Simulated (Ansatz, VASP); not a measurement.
# Co in VASP and in Ansatz

```
Co
1.0
     2.46303    0.00000    0.00000
    -1.23151    2.13304    0.00000
     0.00000    0.00000    8.01752
Co
4
Direct
  0.00000 0.00000 0.00000
  0.00000 0.00000 0.50000
  0.33333 0.66667 0.25000
  0.66667 0.33333 0.75000
```

Alike in both runs: functional revPBE; k mesh 14 × 14 × 4; occupations fermi-dirac, width 0.1 eV; no spin polarisation.

Ansatz relaxed the structure, and its values are those at the end. VASP's run is a single point on that final structure, the one shown.

|  | VASP | Ansatz |
| --- | --- | --- |
| version | VASP 6.6.1 | Ansatz 0.2.0 |
| potentials or method | VASP PAW PBE potentials, release 64 (Co), cutoff 520 eV | plane waves (420 eV) with PAW, scalar-relativistic |
| valence electrons in the cell | 36 | 68 |

Ansatz gave:

- pressure (GPa): 0.0

Task: What did VASP give for the same quantities?

Result: Pressure (GPa): -0.6.

VASP's potentials were made for PBE, not for revPBE. VASP's potentials hold 36 valence electrons a cell and Ansatz's 68, so a difference there can come from the potentials and not from the codes.
